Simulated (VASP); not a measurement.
# Mo: single point with PBE

The system is Mo.

```
CELL_PARAMETERS angstrom
-1.53151 1.53151 1.53151
1.53151 -1.53151 1.53151
1.53151 1.53151 -1.53151
ATOMIC_POSITIONS crystal
Mo 0.00000 0.00000 0.00000
```

This cell differs from its parent crystal: volume scaled by 0.91.

```json
{"Program": "VASP 6.6.1", "Task": "single point", "Functional": "PBE", "Potentials or basis": "VASP PAW PBE potentials, release 64 (Mo_sv)", "Cutoff": "520 eV", "k mesh": "24 × 24 × 24", "Occupations": "gaussian, width 0.1 eV", "Spin": "no spin polarisation"}
```

```
Pressure               : 30.6 GPa
Band gap on the k mesh : zero (band 7 reaches 18.48 eV, above the bottom of band 8 at 12.46 eV)
```

Levels at points of the mesh, in eV from the Fermi level:
```tsv
k point	band 4	band 5	band 6	band 7	band 8	band 9	band 10	band 11
(0.00, 0.00, 0.00)	-34.42	-7.55	-1.60	-1.60	-1.60	1.75	1.75	14.88
(0.50, 0.00, 0.00)	-34.44	-5.92	-3.89	1.83	1.93	2.54	5.30	12.06
(0.50, 0.50, 0.50)	-35.66	-6.19	-6.19	4.42	4.42	4.42	9.69	9.69
```

It took 30 s on 1 thread of Intel Xeon 6975P-C, on a shared host, peak memory 0.19 GiB.
